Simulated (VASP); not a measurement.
Pt:

```
CELL_PARAMETERS angstrom
0.00000 1.92087 1.92087
1.92087 0.00000 1.92087
1.92087 1.92087 0.00000
ATOMIC_POSITIONS crystal
Pt 0.00000 0.00000 0.00000
```

Base run:

| Item | Value |
| --- | --- |
| Program | VASP 6.6.1 |
| Functional | PBE |
| Potentials or basis | VASP PAW PBE potentials, release 64 (Pt) |
| Cutoff | 520 eV |
| k mesh | 12 × 12 × 12 |
| Occupations | fermi-dirac, width 0.05 eV |
| Spin | no spin polarisation |

Its results: band gap on the k mesh zero (band 5 reaches 13.08 eV, above the bottom of band 6 at 10.58 eV); pressure 31.6 GPa.

After a change of settings the same cell gave: band gap on the k mesh zero (band 5 reaches 12.86 eV, above the bottom of band 6 at 10.22 eV); pressure 26.7 GPa. Which change was it?
A. functional from PBE to PBEsol; further incar settings from ALGO = Normal; EDIFF = 1e-06; NBANDS = 11 to ALGO = Normal; EDIFF = 1e-07; NBANDS = 11
B. functional from PBE to PBE0; k mesh from 12 × 12 × 12 to 8 × 8 × 8
C. functional from PBE to LDA; potentials or basis from VASP PAW PBE potentials, release 64 (Pt) to VASP PAW LDA potentials, release 64 (Pt)
D. functional from PBE to r2SCAN

D.

Caveats: spin-orbit coupling is left out, which moves the levels of the heavy elements; the PAW data sets were made with another functional, which shifts forces and pressure a little (some runs).
